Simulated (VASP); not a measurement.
# SiO2 (P4_2/mnm) in VASP: notebook, part 2 of 3

VASP 6.6.1.

## Step 3: Single point, LDA

This run uses another cell than the first one, of 7.01 Å³/atom, 1.010 times its volume.

INCAR reads:

```
SYSTEM = SiO2
PREC = Accurate
ENCUT = 520
EDIFF = 1E-6
ISMEAR = 0
SIGMA = 0.05
LREAL = .FALSE.
LASPH = .TRUE.
NELM = 60
ALGO = Normal
ISIF = 2
LWAVE = .FALSE.
LCHARG = .FALSE.
GGA = CA
NBANDS = 25
```

KPOINTS reads:

```
regular mesh
0
G
  6 6 8
  0 0 0
```

POSCAR reads:

```
SiO2
1.0
    4.1801000000      0.0000000000      0.0000000000
    0.0000000000      4.1801000000      0.0000000000
    0.0000000000      0.0000000000      2.4058000000
Si O
2 4
Direct
    0.5000000000      0.5000000000      0.5000000000
    0.0000000000      0.0000000000      0.0000000000
    0.6944252994      0.6944252994      0.0000000000
    0.1944252994      0.8055747006      0.5000000000
    0.3055747006      0.3055747006      0.0000000000
    0.8055747006      0.1944252994      0.5000000000
```

Potentials or basis: VASP PAW LDA potentials, release 64 (Si, O).

Launch:

```sh
$ cat potpaw_LDA.64/Si/POTCAR potpaw_LDA.64/O/POTCAR > POTCAR
$ mpirun -np 1 vasp_std > vasp.out
```

OUTCAR:

```text
SYSTEM = SiO2
   PREC = Accurate
   ENCUT = 520
   EDIFF = 1E-6
   ISMEAR = 0
   LREAL = .FALSE.
   LASPH = .TRUE.
   NELM = 60
   ISIF = 2
   GGA = CA

 ion  position               nearest neighbor table
   1  0.500  0.500  0.500-   3 1.66   5 1.66   3 1.66   5 1.66   4 1.81   6 1.81
   2  0.000  0.000  0.000-   4 1.66   6 1.66   4 1.66   6 1.66   5 1.81   3 1.81
   3  0.694  0.694  0.000-   1 1.66   1 1.66   2 1.81
   4  0.194  0.806  0.500-   2 1.66   2 1.66   1 1.81
   5  0.306  0.306  0.000-   1 1.66   1 1.66   2 1.81
   6  0.806  0.194  0.500-   2 1.66   2 1.66   1 1.81

  LATTYP: Found a simple tetragonal cell.
 ALAT       =     4.1801000000
 C/A-ratio  =     0.5755364704

  Lattice vectors:

 A1 = (   4.1801000000,   0.0000000000,   0.0000000000)
 A2 = (   0.0000000000,   4.1801000000,   0.0000000000)
 A3 = (   0.0000000000,   0.0000000000,   2.4058000000)

Analysis of symmetry for initial positions (statically):
=====================================================================
 Subroutine PRICEL returns:
 Original cell was already a primitive cell.

 Routine SETGRP: Setting up the symmetry group for a
 simple tetragonal supercell.

 Subroutine GETGRP returns: Found 16 space group operations
 (whereof  8 operations were pure point group operations)
 out of a pool of 16 trial point group operations.

The static configuration has the point symmetry D_2h.
 The point group associated with its full space group is D_4h.

Analysis of symmetry for dynamics (positions and initial velocities):
=====================================================================
 Subroutine PRICEL returns:
 Original cell was already a primitive cell.

 Routine SETGRP: Setting up the symmetry group for a
 simple tetragonal supercell.

 Subroutine GETGRP returns: Found 16 space group operations
 (whereof  8 operations were pure point group operations)
 out of a pool of 16 trial point group operations.

The dynamic configuration has the point symmetry D_2h.
 The point group associated with its full space group is D_4h.

 Subroutine INISYM returns: Found 16 space group operations
 (whereof  8 operations are pure point group operations),
 and found     1 'primitive' translations

----------------------------------------------------------------------------------------

                                     Primitive cell

  volume of cell :      42.0371

  direct lattice vectors                    reciprocal lattice vectors
     4.180100000  0.000000000  0.000000000     0.239228727  0.000000000  0.000000000
     0.000000000  4.180100000  0.000000000     0.000000000  0.239228727  0.000000000
     0.000000000  0.000000000  2.405800000     0.000000000  0.000000000  0.415662150

  length of vectors
     4.180100000  4.180100000  2.405800000     0.239228727  0.239228727  0.415662150

  position of ions in fractional coordinates (direct lattice)
     0.500000000  0.500000000  0.500000000
     0.000000000  0.000000000  0.000000000
     0.694425299  0.694425299  0.000000000
[... 35 lines left out ...]
 ===========================================

 Found     50 irreducible k-points:

 Following reciprocal coordinates:
            Coordinates               Weight
  0.000000  0.000000  0.000000      1.000000
  0.166667  0.000000  0.000000      4.000000
  0.333333  0.000000  0.000000      4.000000
  0.500000  0.000000  0.000000      2.000000
  0.166667  0.166667  0.000000      4.000000
  0.333333  0.166667  0.000000      8.000000
[... 16 lines left out ...]
  0.333333  0.000000  0.250000      8.000000
  0.500000  0.000000  0.250000      4.000000
 [... further k-points ...]
   k-points           NKPTS =     50   k-points in BZ     NKDIM =     50   number of bands    NBANDS=     25
   number of dos      NEDOS =    301   number of ions     NIONS =      6
   total plane-waves  NPLWV =  18432
   dimension x,y,z NGX =    32 NGY =   32 NGZ =   18
   dimension x,y,z NGXF=    64 NGYF=   64 NGZF=   36
   ions per type =               2   4
   NGX,Y,Z   is equivalent  to a cutoff of  12.73, 12.73, 12.44 a.u.
   NGXF,Y,Z  is equivalent  to a cutoff of  25.45, 25.45, 24.88 a.u.
 SYSTEM =  SiO2
   PREC   = accura    normal or accurate (medium, high low for compatibility)
   ISTART =      0    job   : 0-new  1-cont  2-samecut
   ICHARG =      2    charge: 1-file 2-atom 10-const
   ISPIN  =      1    spin polarized calculation?
   LNONCOLLINEAR =      F non collinear calculations
   LSORBIT =      F    spin-orbit coupling
   LASPH  =      T    aspherical Exc in radial PAW
   ENCUT  =  520.0 eV  38.22 Ry    6.18 a.u.   7.77  7.77  4.47*2*pi/ulx,y,z
   NELM   =     60;   NELMIN=  2; NELMDL= -5     # of ELM steps
   EDIFF  = 0.1E-05   stopping-criterion for ELM
   LREAL  =      F    real-space projection
   EDIFFG = 0.1E-04   stopping-criterion for IOM
   NSW    =      0    number of steps for IOM
   IBRION =     -1    ionic relax: 0-MD 1-quasi-New 2-CG
   NFREE  =      0    steps in history (QN), initial steepest desc. (CG)
   ISIF   =      2    stress and relaxation
   ISYM   =      2    0-nonsym 1-usesym 2-fastsym
   POTIM  = 0.5000    time-step for ionic-motion
   TEBEG  =    0.0;   TEEND  =   0.0 temperature during run
   PSTRESS=    0.0 pullay stress
   NELECT =      32.0000    total number of electrons
   NUPDOWN=      -1.0000    fix difference up-down
   EMIN   =  10.00;   EMAX   =-10.00  energy-range for DOS
   EFERMI =   0.00;   METHOD = LEGACY
   ISMEAR =     0;   SIGMA  =   0.05  broadening in eV -4-tet -1-fermi 0-gaus
   EFERMI_NEDOS =   21; number of points for ismear=-14 and -15
   IALGO  =     38    algorithm
   IMIX   =      4    mixing-type and parameters
     AMIX     =   0.40;   BMIX     =  1.00
     AMIX_MAG =   1.60;   BMIX_MAG =  1.00
  volume/ion in A,a.u.               =       7.01        47.28
  Fermi-wavevector in a.u.,A,eV,Ry     =   1.494791  2.824746 30.400868  2.234401
  Thomas-Fermi vector in A             =   2.607019
   LORBIT       =      0    0 simple, 1 ext, 2 COOP (PROOUT), +10 PAW based schemes
   GGA     = CA    functional components
   LHFCALC =     F    Hartree Fock is set to
   AEXX    =    0.0000 exact exchange contribution
   IVDW    =     0    specifies the selected vdW correction
   LEPSILON=     F    determine dielectric tensor
   LRPA    =     F    only Hartree local field effects (RPA)
 non-spin polarized calculation
 Gauss-broadening in eV      SIGMA  =   0.05
  energy-cutoff  :      520.00
  volume of cell :       42.04
 maximum number of plane-waves:      1152
 NGX is ok and might be reduce to    32

 number of electron      31.9999970 magnetization

 Free energy of the ion-electron system (eV)
  ---------------------------------------------------
  ext. energy  EPLUGINS =         0.00000000
  ---------------------------------------------------
  free energy    TOTEN  =       -50.71517417 eV

  energy without entropy =      -50.71517417  energy(sigma->0) =      -50.71517417

 E-fermi :   9.6237     XC(G=0): -13.2278

 val. band max:        9.3115109229   @ k =   0.0000   0.0000   0.0000
 cond. band min:      16.8970452916   @ k =   0.0000   0.0000   0.0000
 fundamental gap:      7.5855343687
 Fermi energy:         9.6236878252

 k-point     1 :       0.0000    0.0000    0.0000
  band No.  band energies     occupation
      1     -14.1974      2.00000
      2     -10.1891      2.00000
      3     -10.1891      2.00000
      4     -10.1430      2.00000
      5      -2.1365      2.00000
      6       1.7529      2.00000
[... 661 lines left out ...]
     24      23.9422      0.00000
     25      24.6579      0.00000

 [... further k-points ...]

------------------------ aborting loop because EDIFF is reached ----------------------------------------

  FORCE on cell =-STRESS in cart. coord.  units (eV):
  Direction    XX          YY          ZZ          XY          YZ          ZX
  --------------------------------------------------------------------------------------
  -------------------------------------------------------------------------------------
  Total        5.1581813      5.1581813     26.3305626      0.0000000      0.0000000      0.0000000
  in kB      196.5958396    196.5958396   1003.5473234      0.0000000      0.0000000      0.0000000
  external PRESSURE =     465.5796675 kB  Pullay stress =       0.0000000 kB

 VOLUME and BASIS-vectors are now :
 -----------------------------------------------------------------------------
  energy-cutoff  :      520.00
  volume of cell :       42.04
      direct lattice vectors                 reciprocal lattice vectors
     4.180100000  0.000000000  0.000000000     0.239228727  0.000000000  0.000000000
     0.000000000  4.180100000  0.000000000     0.000000000  0.239228727  0.000000000
     0.000000000  0.000000000  2.405800000     0.000000000  0.000000000  0.415662150

 POSITION                                       TOTAL-FORCE (eV/Angst)
 -----------------------------------------------------------------------------------
      2.09005      2.09005      1.20290        -0.000000      0.000000      0.000000
      0.00000      0.00000      0.00000        -0.000000      0.000000      0.000000
      2.90277      2.90277      0.00000         0.355459      0.355459      0.000000
      0.81272      3.36738      1.20290         0.355459     -0.355459      0.000000
      1.27733      1.27733      0.00000        -0.355459     -0.355459     -0.000000
      3.36738      0.81272      1.20290        -0.355459      0.355459      0.000000
 -----------------------------------------------------------------------------------
    total drift:                                0.000000      0.000000     -0.000000

  FREE ENERGIE OF THE ION-ELECTRON SYSTEM (eV)
  ---------------------------------------------------
  free  energy   TOTEN  =       -50.7151741745 eV

  energy  without entropy=      -50.7151741745  energy(sigma->0) =      -50.71517417
```

stdout:

```text
POSCAR found type information on POSCAR SiO
 POSCAR found :  2 types and       6 ions
 scaLAPACK will be used
 LDA part: xc-table for (Slater(with rela. corr.)+CA(PZ))
 , standard interpolation
 POSCAR, INCAR and KPOINTS ok, starting setup
 FFT: planning ... GRIDC
 FFT: planning ... GRID_SOFT
 FFT: planning ... GRID
 WAVECAR not read
 entering main loop
```

Run time: 15 s. Hardware: 1 thread of Intel Xeon Platinum 8559C (Emerald Rapids), shared host; peak memory 0.15 GiB.

Results:

- Free energy: -50.7152 eV
- Pressure: 46.6 GPa
- Largest force: 0.503 eV/Å
- Band gap on the k mesh: 7.59 eV, direct

Forces in eV/Å, atoms in the order of the input:
```
Si   0.000  0.000  0.000
Si   0.000  0.000  0.000
O    0.355  0.355  0.000
O    0.355 -0.355  0.000
O   -0.355 -0.355  0.000
O   -0.355  0.355  0.000
```

Stress tensor (GPa, compression positive):
```
 19.66   0.00   0.00
  0.00  19.66   0.00
  0.00   0.00 100.35
```

## Step 4: Single point, LDA

This run uses another cell than the first one, of the same volume but with other edges.

INCAR reads:

```
SYSTEM = SiO2
  ALGO = Normal
  EDIFF = 1E-6
  ENCUT = 520
  ISIF = 2
  ISMEAR = 0
  LASPH = .TRUE.
  LCHARG = .TRUE.
  LELF = .TRUE.
  LREAL = .FALSE.
  LVHAR = .TRUE.
  LWAVE = .FALSE.
  NBANDS = 25
  NELM = 80
  PREC = Accurate
  SIGMA = 0.05
```

KPOINTS reads:

```
k-points
0
G
  6 6 8
  0 0 0
```

Changes to POSCAR since step 3:

```diff
@@ -2,5 +2,5 @@
 1.0
-    4.1801000000      0.0000000000      0.0000000000
-    0.0000000000      4.1801000000      0.0000000000
-    0.0000000000      0.0000000000      2.4058000000
+    4.0554000000      0.0000000000      0.0000000000
+    0.0000000000      4.0554000000      0.0000000000
+    0.0000000000      0.0000000000      2.5336000000
 Si O
```

Launch:

```sh
$ cat potpaw_LDA.64/Si/POTCAR potpaw_LDA.64/O/POTCAR > POTCAR
$ mpirun -np 1 vasp_std > vasp.out
```

Run time: 19 s. Hardware: 1 thread of Intel Xeon Platinum 8559C (Emerald Rapids), shared host; peak memory 0.15 GiB.

The run converged. Its results:

| Property | Result |
| --- | --- |
| Free energy | -51.3556 eV |
| Pressure | 43.4 GPa |
| Largest force | 0.744 eV/Å |
| Band gap on the k mesh | 7.17 eV, direct |

Forces on the atoms (eV/Å):
```
Si   0.000  0.000  0.000
Si   0.000  0.000  0.000
O    0.526  0.526  0.000
O    0.526 -0.526  0.000
O   -0.526 -0.526  0.000
O   -0.526  0.526  0.000
```

Stress tensor (GPa, compression positive):
```
35.20  0.00  0.00
 0.00 35.20  0.00
 0.00  0.00 59.90
```

Levels at points of the mesh, in eV from the valence-band top:
| k point | band 13 | band 14 | band 15 | band 16 | band 17 | band 18 | band 19 | band 20 |
| --- | --- | --- | --- | --- | --- | --- | --- | --- |
| (0.00, 0.00, 0.00) | -2.52 | -0.99 | -0.99 | 0.00 | 7.17 | 7.79 | 9.62 | 9.62 |
| (0.50, 0.00, 0.00) | -2.85 | -2.85 | -1.22 | -1.22 | 9.19 | 9.19 | 10.16 | 10.16 |
| (0.50, 0.50, 0.00) | -2.91 | -2.91 | -2.80 | -2.80 | 8.79 | 8.79 | 11.15 | 11.15 |
| (0.00, 0.00, 0.50) | -3.66 | -3.66 | -3.15 | -3.15 | 10.34 | 10.34 | 13.58 | 13.58 |
| (0.50, 0.00, 0.50) | -2.65 | -2.65 | -2.09 | -2.09 | 9.59 | 9.59 | 10.76 | 10.76 |
| (0.50, 0.50, 0.50) | -2.06 | -2.06 | -1.84 | -1.84 | 8.35 | 8.35 | 11.49 | 11.49 |

A k mesh can miss the band edges. Expect the measured gap to be larger: semilocal functionals such as LDA lack the derivative discontinuity.

(Part 2 of 3 ends here.)
